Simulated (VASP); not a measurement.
Crystal: SiC.

```
CELL_PARAMETERS angstrom
2.73183 0.00000 0.00000
-1.36592 2.36583 0.00000
0.00000 0.00000 4.33389
ATOMIC_POSITIONS crystal
Si 0.66667 0.33333 0.50000
C 0.33333 0.66667 0.00000
```

```yaml
Program: VASP 6.6.1
Task: relaxation of cell and atoms
Functional: PBE
Potentials_or_basis: VASP PAW PBE potentials, release 64 (Si, C)
Cutoff: 600 eV
k_mesh: 6 × 6 × 4
Occupations: gaussian, width 0.1 eV
Spin: no spin polarisation
```

At the start: pressure -21.1 GPa; volume 14.01 Å³/atom.

Question: How do energy, volume and symmetry change on relaxing?

Answer: Over 18 steps the energy falls by 1602.6 meV/atom and the volume is 9.13 Å³/atom (-34.8 %); space group P-6m2 (No. 187, to 0.05 Å).

Step by step:
```tsv
step	energy change (eV)	largest force (eV/Å)	pressure (GPa)	volume (Å³)
1	0.0000	0.0000	-21.07	28.01
2	-0.9034	0.0000	-7.69	21.14
3	-1.0218	0.0000	4.93	18.98
4	-1.5525	0.0000	0.25	18.66
5	-2.7404	0.0000	-0.86	17.82
6	0.4702	0.0000	104.81	14.72
7	-3.0194	0.0000	6.49	17.40
8	-2.8429	0.0000	35.12	16.23
9	-3.1297	0.0000	16.01	16.94
10	-3.1277	0.0000	17.94	16.87
11	-3.0220	0.0000	-11.76	20.03
12	-3.1846	0.0000	3.19	18.07
13	-3.1875	0.0000	5.17	17.89
14	-3.1878	0.0000	6.71	17.75
15	-3.1569	0.0000	-7.99	18.88
16	-3.2042	0.0000	1.41	18.12
17	-3.2045	0.0000	-1.23	18.38
18	-3.2052	0.0000	-0.02	18.26
```

Final structure:
```xyz
2
Lattice="2.9061 0.0000 0.0000 -1.4531 2.5168 0.0000 0.0000 0.0000 2.4959" Properties=species:S:1:pos:R:3 pbc="T T T"
Si    1.4531    0.8389    1.2479
C     0.0000    1.6779    0.0000
```

Caveat: the k points lie up to 0.63 Å⁻¹ apart in the final cell; the volume moved by over 15 % at a fixed basis, so the end points are rough.
